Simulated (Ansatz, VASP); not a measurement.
## Two plane-wave programs on Sn3Se

The input INCAR:

```
ALGO = Normal ; EDIFF = 1E-6
ENCUT = 520 ; GGA = PS
ISIF = 2 ; ISMEAR = 0
LASPH = T ; LCHARG = F
LREAL = F ; LWAVE = F
NBANDS = 32 ; NELM = 100
PREC = Accurate ; SIGMA = 0.15
```

File KPOINTS:

```
k-points
0
Gamma
  12 12 12
```

The input POSCAR:

```
Sn3Se
1.0
    0.0000000000      3.6901945975      3.6901945975
    3.6581854746      0.0320091229      3.6581854746
    3.6581854746      3.6581854746      0.0320091229
Sn Se
3 1
Direct
    0.2500000000      0.2500000000      0.2500000000
    0.7500000000      0.7500000000      0.7500000000
    0.5000000000      0.5000000000      0.5000000000
    0.0000000000      0.0000000000      0.0000000000
```

Input for Ansatz:

```yaml
crystal:
  lattice:
    - [0.0, 3.6901945975, 3.6901945975]
    - [3.6581854746, 0.0320091229, 3.6581854746]
    - [3.6581854746, 3.6581854746, 0.0320091229]
  atoms:
    - { symbol: Sn, position: [0.25, 0.25, 0.25] }
    - { symbol: Sn, position: [0.75, 0.75, 0.75] }
    - { symbol: Sn, position: [0.5, 0.5, 0.5] }
    - { symbol: Se, position: [0.0, 0.0, 0.0] }
basis:
  ecutwfc: 420
kpoints:
  mp_grid: { grid: [12, 12, 12] }
hamiltonian:
  xc: pbesol
scf:
  occupations: { method: gaussian, width: 0.15 }
output:
  forces: true
  stress: true
  eigenvalues: true
  write_density: true
  write_potential: true
  elf: true
  volumetric_format: npy
```

Change from the starting cell: strain +0.0175 x Voigt [0, 0, 0, 1, 0, 0], atoms carried along.

Alike in both runs: task single point; functional PBEsol; k mesh 12 × 12 × 12; occupations gaussian, width 0.15 eV; no spin polarisation.

|  | VASP | Ansatz |
| --- | --- | --- |
| version | VASP 6.6.1 | Ansatz 0.2.0 |
| potentials or method | VASP PAW PBE potentials, release 64 (Sn_d, Se), cutoff 520 eV | scalar-relativistic, plane waves, PAW |
| valence electrons in the cell | 48 | 58 |

```tsv
	VASP	Ansatz	Ansatz less VASP
gap on the k mesh at the Fermi level (eV)	none	none	-
pressure (GPa)	0.1	0.1	-0.03
traceless stress, the component that is largest in VASP (GPa)	-0.23	-0.23	+0.001
rms of the force components (eV/Å)	0.018	0.018	+0.0001
```

VASP's potentials were made for PBE, not for PBEsol. Atom by atom the forces differ by 0.000 eV/Å (rms over components). A gap of «none» marks a metal or a gap that the smearing closes. The functional is the same, so the differences come from potentials, cutoffs and numerics. VASP's potentials hold 48 valence electrons a cell and Ansatz's 58, so a difference there can come from the potentials and not from the codes.
